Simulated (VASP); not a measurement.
# P in VASP: a series of runs

The runs below take P through single point, with HSE06, PBE0.

All numbers are computed with VASP 6.6.1; they aren't measurements. Logs are shortened: lines on timing, memory, paths and dates and some standing lists are left out, and cuts for length are marked.

## Step 1: The cell of the first run

The cell holds a slab with vacuum, 4 atoms: a = 4.579 Å, b = 3.289 Å, c = 27.820 Å, α = 90.00°, β = 90.00°, γ = 90.00°.

## Step 2: Single point, HSE06

Contents of POSCAR:

```
P
1.0
    4.5789769179      0.0000000000      0.0000000000
    0.0000000000      3.2892701767      0.0000000000
    0.0000000000      0.0000000000     27.8195791164
P
4
Direct
    0.0894992582      0.0000000000      0.3788074906
    0.4105007418      0.5000000000      0.3788074906
    0.5894992582      0.5000000000      0.3041647399
    0.9105007418      0.0000000000      0.3041647399
```

Contents of INCAR.step1:

```
SYSTEM = P
PREC = Accurate ; ENCUT = 400
EDIFF = 1E-5 ; ISMEAR = -1
SIGMA = 0.02 ; LREAL = .FALSE.
LASPH = .TRUE. ; NELM = 120
ALGO = Normal ; ISIF = 2
LWAVE = .TRUE. ; LDIPOL = .TRUE.
IDIPOL = 3 ; DIPOL = 0.5 0.5 0.341
GGA = PE ; NBANDS = 18
GGA_COMPAT = .FALSE. ; NELMDL = -8
```

Contents of INCAR.step2:

```
SYSTEM = P
PREC = Accurate ; ENCUT = 400
EDIFF = 1E-6 ; ISMEAR = -1
SIGMA = 0.02 ; LREAL = .FALSE.
LASPH = .TRUE. ; NELM = 120
ALGO = Normal ; ISIF = 2
LWAVE = .FALSE. ; LCHARG = .TRUE.
LDIPOL = .TRUE. ; IDIPOL = 3
DIPOL = 0.5 0.5 0.341 ; GGA = PE
LHFCALC = .TRUE. ; HFSCREEN = 0.2079
PRECFOCK = Normal ; LELF = .TRUE.
LVHAR = .TRUE. ; LVACPOTAV = .TRUE.
ISTART = 1 ; NBANDS = 18
GGA_COMPAT = .FALSE.
```

Contents of KPOINTS:

```
regular mesh
0
G
  4 6 1
  0 0 0
```

Potentials or basis: VASP PAW PBE potentials, release 64 (P).

Launch:

```bash
cat potpaw_PBE.64/P/POTCAR > POTCAR
cp INCAR.step1 INCAR
mpirun -np 1 vasp_std > vasp.out
cp INCAR.step2 INCAR
mpirun -np 1 vasp_std > vasp.out
```

OUTCAR:

```text
SYSTEM = P
   PREC = Accurate
   ENCUT = 400
   EDIFF = 1E-6
   ISMEAR = -1
   LREAL = .FALSE.
   LASPH = .TRUE.
   NELM = 120
   ISIF = 2
   GGA = PE
   LHFCALC = .TRUE.
   HFSCREEN = 0.2079
   PRECFOCK = Normal
   ISTART = 1

 ion  position               nearest neighbor table
   1  0.089  0.000  0.379-   2 2.21   2 2.21   4 2.23
   2  0.411  0.500  0.379-   1 2.21   1 2.21   3 2.23
   3  0.589  0.500  0.304-   4 2.21   4 2.21   2 2.23
   4  0.911  0.000  0.304-   3 2.21   3 2.21   1 2.23

  LATTYP: Found a simple orthorhombic cell.
 ALAT       =     3.2892701767
 B/A-ratio  =     1.3920951068
 C/A-ratio  =     8.4576752963

  Lattice vectors:

 A1 = (   0.0000000000,  -3.2892701767,   0.0000000000)
 A2 = (   4.5789769179,   0.0000000000,   0.0000000000)
 A3 = (   0.0000000000,   0.0000000000,  27.8195791164)

Analysis of symmetry for initial positions (statically):
=====================================================================
 Subroutine PRICEL returns:
 Original cell was already a primitive cell.

 Routine SETGRP: Setting up the symmetry group for a
 simple orthorhombic supercell.

 Subroutine GETGRP returns: Found  8 space group operations
 (whereof  2 operations were pure point group operations)
 out of a pool of  8 trial point group operations.

The static configuration has the point symmetry C_1h.
 The point group associated with its full space group is D_2h.

Analysis of symmetry for dynamics (positions and initial velocities):
=====================================================================
 Subroutine PRICEL returns:
 Original cell was already a primitive cell.

 Routine SETGRP: Setting up the symmetry group for a
 simple orthorhombic supercell.

 Subroutine GETGRP returns: Found  8 space group operations
 (whereof  2 operations were pure point group operations)
 out of a pool of  8 trial point group operations.

The dynamic configuration has the point symmetry C_1h.
 The point group associated with its full space group is D_2h.

 Subroutine INISYM returns: Found  8 space group operations
 (whereof  2 operations are pure point group operations),
 and found     1 'primitive' translations

----------------------------------------------------------------------------------------

                                     Primitive cell

  volume of cell :     419.0044

  direct lattice vectors                    reciprocal lattice vectors
     4.578976918  0.000000000  0.000000000     0.218389395  0.000000000  0.000000000
     0.000000000  3.289270177  0.000000000     0.000000000  0.304018809  0.000000000
     0.000000000  0.000000000 27.819579116     0.000000000  0.000000000  0.035945907

  length of vectors
     4.578976918  3.289270177 27.819579116     0.218389395  0.304018809  0.035945907

  position of ions in fractional coordinates (direct lattice)
     0.089499258  0.000000000  0.378807491
     0.410500742  0.500000000  0.378807491
     0.589499258  0.500000000  0.304164740
     0.910500742  0.000000000  0.304164740

  ion indices of the primitive-cell ions
   primitive index   ion index
                 1           1
                 2           2
                 3           3
                 4           4

----------------------------------------------------------------------------------------

 KPOINTS: regular mesh

Automatic generation of k-mesh.
 Grid dimensions read from file:
 generate k-points for:    4    6    1

 Generating k-lattice:

  Cartesian coordinates                     Fractional coordinates (reciprocal lattice)
     0.054597349  0.000000000  0.000000000     0.250000000  0.000000000  0.000000000
     0.000000000  0.050669801  0.000000000     0.000000000  0.166666667  0.000000000
     0.000000000  0.000000000  0.035945907     0.000000000  0.000000000  1.000000000

  Length of vectors
     0.054597349  0.050669801  0.035945907

  Shift w.r.t. Gamma in fractional coordinates (k-lattice)
     0.000000000  0.000000000  0.000000000

 Subroutine IBZKPT returns following result:
 ===========================================

 Found     12 irreducible k-points:

 Following reciprocal coordinates:
            Coordinates               Weight
  0.000000  0.000000  0.000000      1.000000
  0.250000  0.000000  0.000000      2.000000
  0.500000  0.000000  0.000000      1.000000
  0.000000  0.166667  0.000000      2.000000
  0.250000  0.166667  0.000000      4.000000
  0.500000  0.166667  0.000000      2.000000
  0.000000  0.333333  0.000000      2.000000
  0.250000  0.333333  0.000000      4.000000
  0.500000  0.333333  0.000000      2.000000
  0.000000  0.500000  0.000000      1.000000
  0.250000  0.500000  0.000000      2.000000
  0.500000  0.500000  0.000000      1.000000
   k-points           NKPTS =     12   k-points in BZ     NKDIM =     24   number of bands    NBANDS=     18
   number of dos      NEDOS =    301   number of ions     NIONS =      4
   total plane-waves  NPLWV = 138240
   dimension x,y,z NGX =    30 NGY =   24 NGZ =  192
   dimension x,y,z NGXF=    60 NGYF=   48 NGZF=  384
   ions per type =               4
   NGX,Y,Z   is equivalent  to a cutoff of  10.89, 12.13, 11.47 a.u.
   NGXF,Y,Z  is equivalent  to a cutoff of  21.78, 24.26, 22.95 a.u.
 SYSTEM =  P
   PREC   = accura    normal or accurate (medium, high low for compatibility)
   ISTART =      1    job   : 0-new  1-cont  2-samecut
   ICHARG =      0    charge: 1-file 2-atom 10-const
   ISPIN  =      1    spin polarized calculation?
   LNONCOLLINEAR =      F non collinear calculations
   LSORBIT =      F    spin-orbit coupling
   LASPH  =      T    aspherical Exc in radial PAW
   ENCUT  =  400.0 eV  29.40 Ry    5.42 a.u.   7.47  5.36 45.37*2*pi/ulx,y,z
   NELM   =    120;   NELMIN=  2; NELMDL=  0     # of ELM steps
   EDIFF  = 0.1E-05   stopping-criterion for ELM
   LREAL  =      F    real-space projection
   EDIFFG = 0.1E-04   stopping-criterion for IOM
   NSW    =      0    number of steps for IOM
   IBRION =     -1    ionic relax: 0-MD 1-quasi-New 2-CG
   NFREE  =      0    steps in history (QN), initial steepest desc. (CG)
   ISIF   =      2    stress and relaxation
   ISYM   =      3    0-nonsym 1-usesym 2-fastsym
   POTIM  = 0.5000    time-step for ionic-motion
   TEBEG  =    0.0;   TEEND  =   0.0 temperature during run
   PSTRESS=    0.0 pullay stress
   NELECT =      20.0000    total number of electrons
   NUPDOWN=      -1.0000    fix difference up-down
   EMIN   =  10.00;   EMAX   =-10.00  energy-range for DOS
   EFERMI =   0.00;   METHOD = LEGACY
   ISMEAR =    -1;   SIGMA  =   0.02  broadening in eV -4-tet -1-fermi 0-gaus
   EFERMI_NEDOS =   21; number of points for ismear=-14 and -15
   IALGO  =     38    algorithm
   IMIX   =      1    mixing-type and parameters
     AMIX     =   0.40;   BMIX     =  1.00
     AMIX_MAG =   1.60;   BMIX_MAG =  1.00
  volume/ion in A,a.u.               =     104.75       706.90
  Fermi-wavevector in a.u.,A,eV,Ry     =   0.593853  1.122219  4.798243  0.352661
  Thomas-Fermi vector in A             =   1.643211
   LORBIT       =      0    0 simple, 1 ext, 2 COOP (PROOUT), +10 PAW based schemes
   GGA     = PE    functional components
   LHFCALC =     T    Hartree Fock is set to
   PRECFOCK=normal    Normal, Fast or Accurate (Low or Medium for compatibility)
   ENCUT4O =  -1.0   cutoff for four orbital integrals eV
   NKREDX  =     1    reduce k-point grid by
   NKREDY  =     1    reduce k-point grid by
   NKREDZ  =     1    reduce k-point grid by
   AEXX    =    0.2500 exact exchange contribution
   HFSCREEN=    0.2079 screening length (either q_TF or 0.3 A-1)
   HFSCREENC=   0.2079 screening length for correlation (either q_TF or 0.3 A-1)
   ENCUTFOCK=  -1.0 apply spherical cutoff to Coloumb kernel
   IVDW    =     0    specifies the selected vdW correction
   LEPSILON=     F    determine dielectric tensor
   LRPA    =     F    only Hartree local field effects (RPA)
 non-spin polarized calculation
  energy-cutoff  :      400.00
  volume of cell :      419.00
 maximum number of plane-waves:      7650
 NGX is ok and might be reduce to    30
  NGX = 24; NGY = 18; NGZ =144

 number of electron      19.9999998 magnetization

 dipolmoment           0.000000      0.000000     -0.000003 electrons x Angstroem

 Free energy of the ion-electron system (eV)
  ---------------------------------------------------
  ext. energy  EPLUGINS =         0.00000000
  ---------------------------------------------------
  free energy    TOTEN  =       -25.71678082 eV

  energy without entropy =      -25.71678082  energy(sigma->0) =      -25.71678082

 E-fermi :  -3.0201     XC(G=0):  -1.8205

 val. band max:       -3.4377878756   @ k =   0.0000   0.0000   0.0000
 cond. band min:      -1.7962048928   @ k =   0.0000   0.0000   0.0000
 fundamental gap:      1.6415829827
 Fermi energy:        -3.0200809736

 k-point     1 :       0.0000    0.0000    0.0000
  band No.  band energies     occupation
      1     -20.1712      2.00000
      2     -17.3401      2.00000
      3     -13.6648      2.00000
      4      -9.7562      2.00000
      5      -8.5530      2.00000
      6      -8.5403      2.00000
[... 10 lines left out ...]
     17       2.1774      0.00000
     18       2.4673      0.00000

 k-point     2 :       0.2500    0.0000    0.0000
  band No.  band energies     occupation
      1     -19.8344      2.00000
      2     -17.8219      2.00000
      3     -13.6473      2.00000
      4     -11.1377      2.00000
      5      -7.8899      2.00000
      6      -7.2432      2.00000
[... 10 lines left out ...]
     17       2.3977      0.00000
     18       2.6051      0.00000

 k-point     3 :       0.5000    0.0000    0.0000
  band No.  band energies     occupation
      1     -18.9166      2.00000
      2     -18.9166      2.00000
      3     -12.8102      2.00000
      4     -12.8102      2.00000
      5      -6.6693      2.00000
      6      -6.6693      2.00000
[... 160 lines left out ...]
 k-point    11 :       0.2500    0.5000    0.0000
  band No.  band energies     occupation
      1     -16.8552      2.00000
      2     -16.8552      2.00000
      3     -14.1169      2.00000
      4     -14.1169      2.00000
      5      -9.1333      2.00000
      6      -9.1333      2.00000
[... 10 lines left out ...]
     17       3.7627      0.00000
     18       3.7627      0.00000

 k-point    12 :       0.5000    0.5000    0.0000
  band No.  band energies     occupation
      1     -16.6305      2.00000
      2     -16.6305      2.00000
      3     -14.3679      2.00000
      4     -14.3679      2.00000
      5      -8.8951      2.00000
      6      -8.8951      2.00000
[... 10 lines left out ...]
     17       3.9532      0.00000
     18       3.9532      0.00000

------------------------ aborting loop because EDIFF is reached ----------------------------------------

  FORCE on cell =-STRESS in cart. coord.  units (eV):
  Direction    XX          YY          ZZ          XY          YZ          ZX
  --------------------------------------------------------------------------------------
  -------------------------------------------------------------------------------------
  Total       -0.3166588     -0.3156595     -0.2803858     -0.0000000      0.0000000      0.0000000
  in kB       -1.2108310     -1.2070100     -1.0721313     -0.0000000      0.0000000      0.0000000
  external PRESSURE =      -1.1633241 kB  Pullay stress =       0.0000000 kB

 VOLUME and BASIS-vectors are now :
 -----------------------------------------------------------------------------
  energy-cutoff  :      400.00
  volume of cell :      419.00
      direct lattice vectors                 reciprocal lattice vectors
     4.578976918  0.000000000  0.000000000     0.218389395  0.000000000  0.000000000
     0.000000000  3.289270177  0.000000000     0.000000000  0.304018809  0.000000000
     0.000000000  0.000000000 27.819579116     0.000000000  0.000000000  0.035945907

 POSITION                                       TOTAL-FORCE (eV/Angst)
 -----------------------------------------------------------------------------------
      0.40982      0.00000     10.53826         0.056347      0.000000     -0.061740
      1.87967      1.64464     10.53826        -0.056347      0.000000     -0.061740
      2.69930      1.64464      8.46174         0.056347      0.000000      0.061740
      4.16916      0.00000      8.46174        -0.056347      0.000000      0.061740
 -----------------------------------------------------------------------------------
    total drift:                                0.000000      0.000000     -0.000017

  FREE ENERGIE OF THE ION-ELECTRON SYSTEM (eV)
  ---------------------------------------------------
  free  energy   TOTEN  =       -25.7167808192 eV

  energy  without entropy=      -25.7167808192  energy(sigma->0) =      -25.71678082

 vacuum level on the upper side and lower side of the slab         2.013         2.013
```

Run time: 27 min. Hardware: 1 thread of Intel Xeon Platinum 8375C at 2.90GHz (Ice Lake), shared host; peak memory 0.5 GiB.

What came out:

```yaml
Free_energy: -25.7168 eV
Largest_force: 0.084 eV/Å
Band_gap_on_the_k_mesh: 1.64 eV
```

Forces on the atoms (eV/Å):
```
P    0.056  0.000 -0.062
P   -0.056  0.000 -0.062
P    0.056  0.000  0.062
P   -0.056  0.000  0.062
```

Levels at points of the mesh, in eV from the valence-band top:
| k point | band 6 | band 7 | band 8 | band 9 | band 10 | band 11 | band 12 | band 13 | band 14 | band 15 |
| --- | --- | --- | --- | --- | --- | --- | --- | --- | --- | --- |
| (0.00, 0.00, 0.00) | -5.10 | -3.77 | -1.97 | -1.81 | 0.00 | 1.64 | 2.31 | 3.58 | 4.27 | 5.04 |
| (0.50, 0.00, 0.00) | -3.23 | -2.87 | -2.87 | -1.41 | -1.41 | 2.91 | 2.91 | 4.59 | 4.59 | 4.63 |
| (0.00, 0.50, 0.00) | -5.48 | -3.06 | -3.06 | -2.16 | -2.16 | 2.00 | 2.00 | 2.92 | 2.92 | 4.73 |
| (0.50, 0.50, 0.00) | -5.46 | -5.11 | -5.11 | -1.25 | -1.25 | 3.23 | 3.23 | 4.83 | 4.83 | 6.27 |

Caveat: the PAW data sets were made with another functional, which shifts forces and pressure a little.

## Step 3: Single point, PBE0

This run uses another cell than the first one.

Contents of POSCAR:

```
P
1.0
    4.6274954316      0.0000000000      0.0000000000
    0.0000000000      3.2918635005      0.0000000000
    0.0000000000      0.0000000000     27.8195791164
P
4
Direct
    0.0912379300      0.0000000000      0.3789328423
    0.4087620700      0.5000000000      0.3789328423
    0.5912379300      0.5000000000      0.3040393882
    0.9087620700      0.0000000000      0.3040393882
```

Contents of INCAR.step1:

```
SYSTEM = P
  PREC = Accurate
  ENCUT = 400
  EDIFF = 1E-5
  ISMEAR = 0
  SIGMA = 0.01
  LREAL = .FALSE.
  LASPH = .TRUE.
  NELM = 120
  ALGO = Normal
  ISIF = 2
  LWAVE = .TRUE.
  LCHARG = .FALSE.
  LDIPOL = .TRUE.
  IDIPOL = 3
  DIPOL = 0.5 0.5 0.341
  GGA = PE
  NBANDS = 18
  GGA_COMPAT = .FALSE.
  NELMDL = -8
```

Contents of INCAR.step2:

```
SYSTEM = P
  PREC = Accurate
  ENCUT = 400
  EDIFF = 1E-6
  ISMEAR = 0
  SIGMA = 0.01
  LREAL = .FALSE.
  LASPH = .TRUE.
  NELM = 120
  ALGO = Normal
  ISIF = 2
  LWAVE = .FALSE.
  LCHARG = .FALSE.
  LDIPOL = .TRUE.
  IDIPOL = 3
  DIPOL = 0.5 0.5 0.341
  GGA = PE
  LHFCALC = .TRUE.
  AEXX = 0.25
  PRECFOCK = Normal
  ISTART = 1
  NBANDS = 18
  GGA_COMPAT = .FALSE.
```

Contents of KPOINTS:

```
Automatic mesh
0
G
  4 6 1
  0 0 0
```

Potentials or basis: VASP PAW PBE potentials, release 64 (P).

Launch:

```bash
cat potpaw_PBE.64/P/POTCAR > POTCAR
cp INCAR.step1 INCAR
mpirun -np 1 vasp_std > vasp.out
cp INCAR.step2 INCAR
mpirun -np 1 vasp_std > vasp.out
```

Run time: 25 min. Hardware: 1 thread of Intel Xeon Platinum 8488C (Sapphire Rapids), shared host; peak memory 0.43 GiB.

It converged, with:

```
Free energy            : -28.0662 eV
Largest force          : 0.196 eV/Å
Band gap on the k mesh : 2.32 eV
```

Forces on the atoms (eV/Å):
```
P    0.018  0.000 -0.195
P   -0.018  0.000 -0.195
P    0.018  0.000  0.195
P   -0.018  0.000  0.195
```

Levels at points of the mesh, in eV from the valence-band top:
```
           k point  band 8  band 9  band 10  band 11  band 12  band 13
(0.00, 0.00, 0.00)   -2.00   -1.82     0.00     2.32     3.04     4.26
(0.50, 0.00, 0.00)   -2.88   -1.48    -1.48     3.60     3.60     5.27
(0.00, 0.50, 0.00)   -3.07   -2.17    -2.17     2.68     2.68     3.68
(0.50, 0.50, 0.00)   -5.09   -1.24    -1.24     3.88     3.88     5.49
```

Caveat: the PAW data sets were made with another functional, which shifts forces and pressure a little.
